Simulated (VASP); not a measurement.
**WC: single point with r2SCAN**

WC:

```
CELL_PARAMETERS angstrom
2.90650 0.00000 0.00000
-1.45325 2.51710 0.00000
0.00000 0.00000 2.83660
ATOMIC_POSITIONS crystal
W 0.00000 0.00000 0.00000
C 0.66667 0.33333 0.50000
```

```json
{
  "Program": "VASP 6.6.1",
  "Task": "single point",
  "Functional": "r2SCAN",
  "Potentials or basis": "VASP PAW PBE potentials, release 64 (W_sv, C)",
  "Cutoff": "660 eV",
  "k mesh": "6 × 6 × 6",
  "Occupations": "gaussian, width 0.1 eV",
  "Spin": "no spin polarisation"
}
```

The pressure is 3.4 GPa and the band gap on the k mesh is zero (bands 9 and 10 overlap by 1.31 eV).

Stress tensor (GPa, compression positive):
```
4.40 0.00 0.00
0.00 4.40 0.00
0.00 0.00 1.40
```

Levels at points of the mesh, in eV from the Fermi level:
```
           k point  band 6  band 7  band 8  band 9  band 10  band 11  band 12  band 13
(0.00, 0.00, 0.00)   -4.77   -3.75   -3.75   -0.16     3.14     3.14     5.70     5.70
(0.50, 0.00, 0.00)   -7.60   -4.03   -3.97   -0.77     2.22     4.47     4.85     7.02
(0.00, 0.00, 0.50)   -9.28   -2.36   -2.36   -0.85    -0.85     3.55     4.58     4.58
(0.50, 0.00, 0.50)   -7.00   -4.75   -4.64   -0.05     4.34     5.21     6.71     9.41
```

It took 28 s on 1 thread of Intel(R) Xeon(R) Platinum 8488C (Sapphire Rapids) (shared host), peak memory 0.15 GiB.

Caveat: the k points lie up to 0.42 Å⁻¹ apart, too coarse for converged energies and pressures of a metal; the PAW data sets were made with another functional, which shifts forces and pressure a little; spin-orbit coupling is left out, which moves the levels of the heavy elements.
